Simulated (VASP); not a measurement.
# SnGe15 (P1) in VASP: notebook

SnGe15 is run at these levels: PBEsol, PBE; tasks: single point.

All numbers are computed with VASP 6.6.1; they aren't measurements. Logs are shortened: lines on timing, memory, paths and dates and some standing lists are left out, and cuts for length are marked.

### 1 The cell of the first run

The typed cell holds 64 atoms: a = 11.458 Å, b = 11.458 Å, c = 11.458 Å, α = 90.00°, β = 90.00°, γ = 90.00°.

### 2 Single point, PBEsol

The input, INCAR:

```
  PREC = Accurate
  ENCUT = 550
  EDIFF = 1E-6
  ISMEAR = -1
  SIGMA = 0.05
  LREAL = Auto
  LASPH = True
  NELM = 120
  ALGO = Normal
  ISIF = 2
  LWAVE = False
  LCHARG = True
  GGA = PS
  LELF = True
  LVHAR = True
  ISYM = -1
  NBANDS = 486
  GGA_COMPAT = False
  KPAR = 1
```

The input, KPOINTS:

```
explicit points
1
Reciprocal
  0.25000000   0.25000000   0.25000000 1
```

The input, POSCAR:

```
SnGe15
1.0
   11.4580562109      0.0000000000      0.0000000000
    0.0000000000     11.4580562109      0.0000000000
    0.0000000000      0.0000000000     11.4580562109
Ge Sn
60 4
Direct
    0.0004300000      0.9977810000      0.0006670000
    0.9977310000      0.0002330000      0.4978240000
    0.9976920000      0.5016930000      0.0046520000
    0.9965730000      0.4984970000      0.4955640000
    0.4999440000      0.9998610000      0.0001600000
    0.4958270000      0.0081150000      0.5066980000
    0.5016680000      0.4989300000      0.0009130000
    0.5040460000      0.4970710000      0.4973550000
    0.1252310000      0.1249650000      0.1252140000
    0.1315820000      0.1184680000      0.6187410000
    0.1254110000      0.6258950000      0.1261380000
    0.1114100000      0.6247540000      0.6248770000
    0.6245670000      0.1268130000      0.1242790000
    0.6273860000      0.1267370000      0.6272300000
    0.6268920000      0.6228920000      0.1227930000
    0.6243690000      0.6239260000      0.6271630000
    0.2523020000      0.2477440000      0.0042750000
    0.2507320000      0.2485270000      0.4958650000
    0.2492750000      0.7515490000      0.0008970000
    0.7479700000      0.2504630000      0.0006850000
    0.7483730000      0.2495160000      0.4982880000
    0.7499700000      0.7501500000      0.0002450000
    0.7559860000      0.7436820000      0.5061650000
    0.3760580000      0.3740950000      0.1252720000
    0.3812040000      0.3684720000      0.6186000000
    0.3731210000      0.8754800000      0.1238120000
    0.3811980000      0.8808310000      0.6343420000
    0.8741510000      0.3750320000      0.1264500000
    0.8676560000      0.3803070000      0.6188530000
    0.8762570000      0.8742410000      0.1235690000
    0.8756150000      0.8762650000      0.6268280000
    0.2498180000      0.0012750000      0.2480560000
    0.2510270000      0.9997180000      0.7528990000
    0.2488840000      0.4969360000      0.2480190000
    0.7561100000      0.0059810000      0.2439610000
    0.7482790000      0.9982230000      0.7504060000
    0.7497010000      0.4998660000      0.2498670000
    0.7477720000      0.5003490000      0.7508170000
    0.3744030000      0.1259190000      0.3731610000
    0.3752600000      0.1259910000      0.8758580000
    0.3792830000      0.6162870000      0.3685750000
    0.3827140000      0.6325040000      0.8818520000
    0.8761690000      0.1280890000      0.3749930000
    0.8685920000      0.1183650000      0.8809430000
    0.8758730000      0.6243220000      0.3731330000
    0.8739320000      0.6248950000      0.8763310000
    0.0007930000      0.2507270000      0.2498680000
    0.9985370000      0.7499180000      0.2481930000
    0.9962950000      0.7516670000      0.7526510000
    0.5002630000      0.2498920000      0.2497280000
    0.5019870000      0.2487870000      0.7505210000
    0.4952120000      0.7426400000      0.2409840000
    0.5046330000      0.7522030000      0.7529580000
    0.1251680000      0.3747420000      0.3747100000
    0.1256650000      0.3748120000      0.8901440000
    0.1188050000      0.8812200000      0.3672990000
    0.1250060000      0.8745320000      0.8749940000
    0.6266640000      0.3736150000      0.3730660000
    0.6246800000      0.3748650000      0.8750470000
    0.6263390000      0.8754950000      0.8766620000
    0.2503450000      0.7519860000      0.4986970000
    0.2519440000      0.5001190000      0.7520270000
    0.9991060000      0.2489270000      0.7497810000
    0.6245830000      0.8745610000      0.3749050000
```

Potentials or basis: VASP PAW PBE potentials, release 64 (Ge_d, Sn_d).

Launch:

```bash
$ cat potpaw_PBE.64/Ge_d/POTCAR potpaw_PBE.64/Sn_d/POTCAR > POTCAR
$ mpirun -np 4 vasp_std > vasp.out
```

OUTCAR:

```text
PREC = Accurate
   ENCUT = 550
   EDIFF = 1E-6
   ISMEAR = -1
   LREAL = Auto
   LASPH = True
   NELM = 120
   ISIF = 2
   GGA = PS
   ISYM = -1

 ion  position               nearest neighbor table
   1  0.000  0.998  0.001-  30 2.45  44 2.46  57 2.47   9 2.49
   2  0.998  0.000  0.498-  56 2.45  43 2.46  10 2.47  31 2.48
   3  0.998  0.502  0.005-  55 2.45  28 2.46  11 2.47  46 2.48
   4  0.997  0.498  0.496-  45 2.44  29 2.45  12 2.45  54 2.47
   5  0.500  1.000  0.000-  60 2.48  26 2.48  40 2.48  13 2.49
   6  0.496  0.008  0.507-  27 2.45  14 2.45  39 2.47  64 2.61
[... 56 lines left out ...]
  63  0.999  0.249  0.750-  44 2.59  55 2.60  29 2.60  10 2.61
  64  0.625  0.875  0.375-  23 2.60  35 2.61   6 2.61  52 2.61

IMPORTANT INFORMATION: All symmetrisations will be switched off!
NOSYMM: (Re-)initialisation of all symmetry stuff for point group C_1.

----------------------------------------------------------------------------------------

                                     Primitive cell

  volume of cell :    1504.2944

  direct lattice vectors                    reciprocal lattice vectors
    11.458056211  0.000000000  0.000000000     0.087274838  0.000000000  0.000000000
     0.000000000 11.458056211  0.000000000     0.000000000  0.087274838  0.000000000
     0.000000000  0.000000000 11.458056211     0.000000000  0.000000000  0.087274838

  length of vectors
    11.458056211 11.458056211 11.458056211     0.087274838  0.087274838  0.087274838

  position of ions in fractional coordinates (direct lattice)
     0.000430000  0.997781000  0.000667000
     0.997731000  0.000233000  0.497824000
     0.997692000  0.501693000  0.004652000
     0.996573000  0.498497000  0.495564000
     0.499944000  0.999861000  0.000160000
     0.495827000  0.008115000  0.506698000
[... 56 lines left out ...]
     0.999106000  0.248927000  0.749781000
     0.624583000  0.874561000  0.374905000

  ion indices of the primitive-cell ions
   primitive index   ion index
                 1           1
                 2           2
                 3           3
                 4           4
                 5           5
                 6           6
[... 56 lines left out ...]
                63          63
                64          64

----------------------------------------------------------------------------------------

 KPOINTS: explicit points

Read explicit list of k-points.

 Found      1 k-points:

 Following reciprocal coordinates:
            Coordinates               Weight
  0.250000  0.250000  0.250000      1.000000
   k-points           NKPTS =      1   k-points in BZ     NKDIM =      1   number of bands    NBANDS=    488
   number of dos      NEDOS =    301   number of ions     NIONS =     64
   total plane-waves  NPLWV = 729000
   dimension x,y,z NGX =    90 NGY =   90 NGZ =   90
   dimension x,y,z NGXF=   180 NGYF=  180 NGZF=  180
   ions per type =              60   4
   NGX,Y,Z   is equivalent  to a cutoff of  13.06, 13.06, 13.06 a.u.
   NGXF,Y,Z  is equivalent  to a cutoff of  26.12, 26.12, 26.12 a.u.
 SYSTEM =  unknown system
   PREC   = accura    normal or accurate (medium, high low for compatibility)
   ISTART =      0    job   : 0-new  1-cont  2-samecut
   ICHARG =      2    charge: 1-file 2-atom 10-const
   ISPIN  =      1    spin polarized calculation?
   LNONCOLLINEAR =      F non collinear calculations
   LSORBIT =      F    spin-orbit coupling
   LASPH  =      T    aspherical Exc in radial PAW
   ENCUT  =  550.0 eV  40.42 Ry    6.36 a.u.  21.91 21.91 21.91*2*pi/ulx,y,z
   NELM   =    120;   NELMIN=  2; NELMDL= -5     # of ELM steps
   EDIFF  = 0.1E-05   stopping-criterion for ELM
   LREAL  =      T    real-space projection
   EDIFFG = 0.1E-04   stopping-criterion for IOM
   NSW    =      0    number of steps for IOM
   IBRION =     -1    ionic relax: 0-MD 1-quasi-New 2-CG
   NFREE  =      0    steps in history (QN), initial steepest desc. (CG)
   ISIF   =      2    stress and relaxation
   ISYM   =     -1    0-nonsym 1-usesym 2-fastsym
   POTIM  = 0.5000    time-step for ionic-motion
   TEBEG  =    0.0;   TEEND  =   0.0 temperature during run
   PSTRESS=    0.0 pullay stress
   NELECT =     896.0000    total number of electrons
   NUPDOWN=      -1.0000    fix difference up-down
   EMIN   =  10.00;   EMAX   =-10.00  energy-range for DOS
   EFERMI =   0.00;   METHOD = LEGACY
   ISMEAR =    -1;   SIGMA  =   0.05  broadening in eV -4-tet -1-fermi 0-gaus
   EFERMI_NEDOS =   21; number of points for ismear=-14 and -15
   IALGO  =     38    algorithm
   IMIX   =      4    mixing-type and parameters
     AMIX     =   0.40;   BMIX     =  1.00
     AMIX_MAG =   1.60;   BMIX_MAG =  1.00
  volume/ion in A,a.u.               =      23.50       158.62
  Fermi-wavevector in a.u.,A,eV,Ry     =   1.377421  2.602947 25.814161  1.897287
  Thomas-Fermi vector in A             =   2.502575
   LORBIT       =      0    0 simple, 1 ext, 2 COOP (PROOUT), +10 PAW based schemes
   GGA     = PS    functional components
   LHFCALC =     F    Hartree Fock is set to
   AEXX    =    0.0000 exact exchange contribution
   IVDW    =     0    specifies the selected vdW correction
   LEPSILON=     F    determine dielectric tensor
   LRPA    =     F    only Hartree local field effects (RPA)
 non-spin polarized calculation
  energy-cutoff  :      550.00
  volume of cell :     1504.29
 maximum number of plane-waves:     44041
 NGX is ok and might be reduce to    90
   NGX = 43   NGY = 43   NGZ = 43

 number of electron     896.0000090 magnetization

 Free energy of the ion-electron system (eV)
  ---------------------------------------------------
  ext. energy  EPLUGINS =         0.00000000
  ---------------------------------------------------
  free energy    TOTEN  =      -312.04830876 eV

  energy without entropy =     -312.03054695  energy(sigma->0) =     -312.03942785

 E-fermi :   4.7957     XC(G=0): -10.0098

 val. band max:        4.5627941996   @ k =   0.2500   0.2500   0.2500
 cond. band min:       5.0007809916   @ k =   0.2500   0.2500   0.2500
 fundamental gap:      0.4379867920
 Fermi energy:         4.7957396109

 k-point     1 :       0.2500    0.2500    0.2500
  band No.  band energies     occupation
      1     -19.9719      2.00000
      2     -19.9683      2.00000
      3     -19.9680      2.00000
      4     -19.9661      2.00000
      5     -19.9641      2.00000
      6     -19.9634      2.00000
[... 452 lines left out ...]
    459       6.2048      0.00000
    460       6.2940      0.00000
 [bands above 460 left out]

------------------------ aborting loop because EDIFF is reached ----------------------------------------

  FORCE on cell =-STRESS in cart. coord.  units (eV):
  Direction    XX          YY          ZZ          XY          YZ          ZX
  --------------------------------------------------------------------------------------
  -------------------------------------------------------------------------------------
  Total       -1.3351949     -1.4751602     -1.3079390     -9.8193540     -9.8186568     -9.9187425
  in kB       -1.4220747     -1.5711474     -1.3930453    -10.4582894    -10.4575468    -10.5641449
  external PRESSURE =      -1.4620891 kB  Pullay stress =       0.0000000 kB

 VOLUME and BASIS-vectors are now :
 -----------------------------------------------------------------------------
  energy-cutoff  :      550.00
  volume of cell :     1504.29
      direct lattice vectors                 reciprocal lattice vectors
    11.458056211  0.000000000  0.000000000     0.087274838  0.000000000  0.000000000
     0.000000000 11.458056211  0.000000000     0.000000000  0.087274838  0.000000000
     0.000000000  0.000000000 11.458056211     0.000000000  0.000000000  0.087274838

 POSITION                                       TOTAL-FORCE (eV/Angst)
 -----------------------------------------------------------------------------------
      0.00493     11.43263      0.00764         0.004856     -0.002245     -0.003969
     11.43206      0.00267      5.70410         0.021476      0.002393     -0.002422
     11.43161      5.74843      0.05330         0.030091      0.003680     -0.012849
     11.41879      5.71181      5.67820         0.017178      0.019099     -0.003388
      5.72839     11.45646      0.00183        -0.000599      0.002134     -0.006481
      5.68121      0.09298      5.80577         0.013296      0.005699     -0.005766
[... 56 lines left out ...]
     11.44781      2.85222      8.59103         0.015608      0.008657      0.000276
      7.15651     10.02077      4.29568        -0.021617     -0.007318      0.009827
 -----------------------------------------------------------------------------------
    total drift:                               -0.000882      0.001395      0.000921

  FREE ENERGIE OF THE ION-ELECTRON SYSTEM (eV)
  ---------------------------------------------------
  free  energy   TOTEN  =      -312.0483087599 eV

  energy  without entropy=     -312.0305469473  energy(sigma->0) =     -312.03942785
```

Run time: 17 min. Hardware: 4 MPI ranks of Intel Xeon Platinum 8488C (Sapphire Rapids), shared host; peak memory 0.65 GiB.

What came out:

```
Free energy   : -312.0483 eV
Pressure      : -0.1 GPa
Largest force : 0.033 eV/Å
```

Forces in eV/Å, atoms in the order of the input:
```
Ge   0.005 -0.002 -0.004
Ge   0.021  0.002 -0.002
Ge   0.030  0.004 -0.013
Ge   0.017  0.019 -0.003
Ge  -0.001  0.002 -0.006
Ge   0.013  0.006 -0.006
Ge   0.006  0.017 -0.006
Ge   0.004  0.007  0.001
Ge   0.000 -0.003  0.007
Ge  -0.004 -0.002 -0.003
Ge  -0.008  0.004 -0.007
Ge  -0.008 -0.021  0.004
Ge   0.001  0.013 -0.002
Ge  -0.006 -0.007 -0.005
Ge  -0.010  0.003  0.004
Ge   0.005  0.004 -0.004
Ge  -0.014  0.014 -0.010
Ge   0.008 -0.004 -0.003
Ge   0.011 -0.005 -0.012
Ge   0.003 -0.009 -0.005
Ge   0.003  0.004  0.004
Ge  -0.006 -0.001 -0.005
Ge   0.011 -0.003  0.004
Ge  -0.010 -0.001  0.000
Ge  -0.003 -0.014 -0.005
Ge  -0.006 -0.016  0.011
Ge   0.006 -0.004  0.014
Ge  -0.013 -0.006  0.012
Ge   0.002 -0.014 -0.013
Ge   0.005 -0.001 -0.010
Ge  -0.016 -0.006  0.001
Ge   0.002  0.005 -0.003
Ge   0.003 -0.005 -0.014
Ge   0.007  0.004  0.008
Ge   0.008  0.005  0.005
Ge   0.008  0.006  0.003
Ge   0.009  0.011 -0.004
Ge  -0.011  0.010 -0.001
Ge  -0.011  0.000  0.016
Ge  -0.004 -0.003  0.005
Ge  -0.011  0.010  0.001
Ge  -0.005  0.010  0.008
Ge  -0.012 -0.004  0.012
Ge  -0.012 -0.006 -0.002
Ge  -0.002 -0.004  0.014
Ge  -0.004  0.007  0.004
Ge   0.014  0.007 -0.002
Ge   0.015 -0.002  0.013
Ge   0.015 -0.004 -0.006
Ge   0.001 -0.001  0.004
Ge   0.005  0.004 -0.011
Ge  -0.002 -0.005 -0.001
Ge  -0.015  0.002 -0.002
Ge  -0.007  0.002  0.004
Ge  -0.007 -0.013  0.015
Ge  -0.015 -0.005 -0.002
Ge  -0.007 -0.010  0.003
Ge   0.001 -0.008  0.008
Ge  -0.004  0.000 -0.003
Ge   0.006 -0.008 -0.005
Sn   0.008 -0.008 -0.004
Sn  -0.014  0.022 -0.008
Sn   0.016  0.009  0.000
Sn  -0.022 -0.007  0.010
```

Stress tensor (GPa, compression positive):
```
-0.14 -1.05 -1.06
-1.05 -0.16 -1.05
-1.06 -1.05 -0.14
```

Caveat: the PAW data sets were made with another functional, which shifts forces and pressure a little; spin-orbit coupling is left out, which moves the levels of the heavy elements.

### 3 Single point, PBE

The input, INCAR:

```
SYSTEM = SnGe15
PREC = Accurate
ENCUT = 520
EDIFF = 1E-6
ISMEAR = -1
SIGMA = 0.05
LREAL = Auto
LASPH = .True.
NELM = 80
ALGO = Normal
ISIF = 2
LWAVE = .False.
LCHARG = .False.
GGA = PE
NBANDS = 486
NCORE = 4
```

The input, KPOINTS:

```
Automatic mesh
0
Gamma
  1 1 1
  0 0 0
```

Changes to POSCAR since step 2:

```diff
@@ -2,5 +2,5 @@
 1.0
-   11.4580562109      0.0000000000      0.0000000000
-    0.0000000000     11.4580562109      0.0000000000
-    0.0000000000      0.0000000000     11.4580562109
+   11.4580560000      0.0000000000      0.0000000000
+    0.0000000000     11.4580560000      0.0000000000
+    0.0000000000      0.0000000000     11.4580560000
 Ge Sn
```

Potentials or basis: VASP PAW PBE potentials, release 64 (Ge_d, Sn_d).

Launch:

```bash
$ cat potpaw_PBE.64/Ge_d/POTCAR potpaw_PBE.64/Sn_d/POTCAR > POTCAR
$ mpirun -np 4 vasp_gam > vasp.out
```

OUTCAR:

```text
SYSTEM = SnGe15
   PREC = Accurate
   ENCUT = 520
   EDIFF = 1E-6
   ISMEAR = -1
   LREAL = Auto
   LASPH = .True.
   NELM = 80
   ISIF = 2
   GGA = PE

 ion  position               nearest neighbor table
   1  0.000  0.998  0.001-  30 2.45  44 2.46  57 2.47   9 2.49
   2  0.998  0.000  0.498-  56 2.45  43 2.46  10 2.47  31 2.48
   3  0.998  0.502  0.005-  55 2.45  28 2.46  11 2.47  46 2.48
   4  0.997  0.498  0.496-  45 2.44  29 2.45  12 2.45  54 2.47
   5  0.500  1.000  0.000-  60 2.48  26 2.48  40 2.48  13 2.49
[... 820 lines left out ...]
  Total       46.2357868     45.7186550     46.1713574     -0.5438665     -1.5414196     -0.4981883
  in kB       49.2443051     48.6935240     49.1756834     -0.5792553     -1.6417182     -0.5306050
  external PRESSURE =      49.0378375 kB  Pullay stress =       0.0000000 kB

 VOLUME and BASIS-vectors are now :
 -----------------------------------------------------------------------------
  energy-cutoff  :      520.00
  volume of cell :     1504.29
      direct lattice vectors                 reciprocal lattice vectors
    11.458056000  0.000000000  0.000000000     0.087274840  0.000000000  0.000000000
     0.000000000 11.458056000  0.000000000     0.000000000  0.087274840  0.000000000
     0.000000000  0.000000000 11.458056000     0.000000000  0.000000000  0.087274840

 POSITION                                       TOTAL-FORCE (eV/Angst)
 -----------------------------------------------------------------------------------
      0.00493     11.43263      0.00764         0.090513      0.064296     -0.035730
     11.43206      0.00267      5.70410         0.011305     -0.010563      0.059019
     11.43161      5.74843      0.05330        -0.017058      0.061201     -0.023615
     11.41879      5.71181      5.67820         0.071721     -0.038868      0.031860
      5.72839     11.45646      0.00183        -0.013896      0.021172      0.006946
      5.68121      0.09298      5.80577        -0.058622      0.032920     -0.017094
[... 56 lines left out ...]
     11.44781      2.85222      8.59103         0.025732     -0.018847     -0.022653
      7.15651     10.02077      4.29568         0.008883     -0.027508     -0.005529
 -----------------------------------------------------------------------------------
    total drift:                               -0.005990     -0.000373      0.010439

  FREE ENERGIE OF THE ION-ELECTRON SYSTEM (eV)
  ---------------------------------------------------
  free  energy   TOTEN  =      -276.5014024744 eV

  energy  without entropy=     -276.1346541982  energy(sigma->0) =     -276.31802834
```

Wall time 7.2 min (4 MPI ranks of Intel Xeon Platinum 8375C at 2.90GHz (Ice Lake), shared host); peak memory 0.48 GiB.

What came out:

* Free energy: -276.5014 eV
* Pressure: 4.9 GPa
* Largest force: 0.163 eV/Å

Forces in eV/Å, atoms in the order of the input:
```
Ge   0.091  0.064 -0.036
Ge   0.011 -0.011  0.059
Ge  -0.017  0.061 -0.024
Ge   0.072 -0.039  0.032
Ge  -0.014  0.021  0.007
Ge  -0.059  0.033 -0.017
Ge  -0.050 -0.066 -0.055
Ge  -0.054  0.088  0.093
Ge  -0.122 -0.010  0.028
Ge   0.102 -0.063 -0.071
Ge   0.081  0.005 -0.007
Ge  -0.089  0.022  0.041
Ge  -0.019 -0.073 -0.003
Ge  -0.004  0.016  0.021
Ge   0.038  0.032  0.040
Ge   0.000  0.014 -0.086
Ge   0.007 -0.028 -0.053
Ge  -0.044  0.061  0.090
Ge  -0.085 -0.046 -0.031
Ge   0.067  0.067  0.000
Ge   0.001 -0.006 -0.033
Ge   0.017 -0.007 -0.031
Ge   0.045 -0.059  0.093
Ge   0.038  0.070  0.071
Ge   0.069 -0.085 -0.073
Ge   0.065  0.023  0.021
Ge   0.034 -0.023  0.001
Ge  -0.023 -0.113 -0.016
Ge  -0.053  0.071  0.017
Ge  -0.079  0.013  0.025
Ge  -0.009 -0.040 -0.059
Ge   0.022 -0.020  0.008
Ge  -0.100  0.079  0.048
Ge  -0.042  0.001 -0.026
Ge   0.041  0.076 -0.038
Ge   0.028 -0.018 -0.024
Ge   0.023 -0.025  0.000
Ge   0.034  0.035  0.061
Ge   0.029 -0.034 -0.012
Ge   0.059 -0.017 -0.025
Ge   0.076 -0.042 -0.013
Ge   0.030  0.094  0.088
Ge   0.003 -0.025 -0.069
Ge  -0.089 -0.041  0.130
Ge  -0.096  0.096 -0.010
Ge  -0.001 -0.059 -0.055
Ge   0.002  0.015 -0.036
Ge   0.018 -0.018  0.001
Ge   0.016 -0.009  0.027
Ge   0.023 -0.004  0.010
Ge  -0.100  0.043  0.031
Ge  -0.084  0.018  0.011
Ge  -0.029 -0.082 -0.091
Ge   0.028 -0.037 -0.019
Ge  -0.070 -0.030  0.092
Ge  -0.052  0.072 -0.027
Ge   0.025 -0.025 -0.024
Ge  -0.028 -0.005 -0.033
Ge   0.052 -0.029 -0.032
Ge   0.038  0.063  0.100
Sn   0.055 -0.035  0.005
Sn   0.039  0.017 -0.098
Sn   0.026 -0.019 -0.023
Sn   0.009 -0.028 -0.006
```

Stress tensor (GPa, compression positive):
```
 4.92 -0.06 -0.05
-0.06  4.87 -0.16
-0.05 -0.16  4.92
```

Caveat: the k points lie up to 0.55 Å⁻¹ apart; spin-orbit coupling is left out, which moves the levels of the heavy elements.
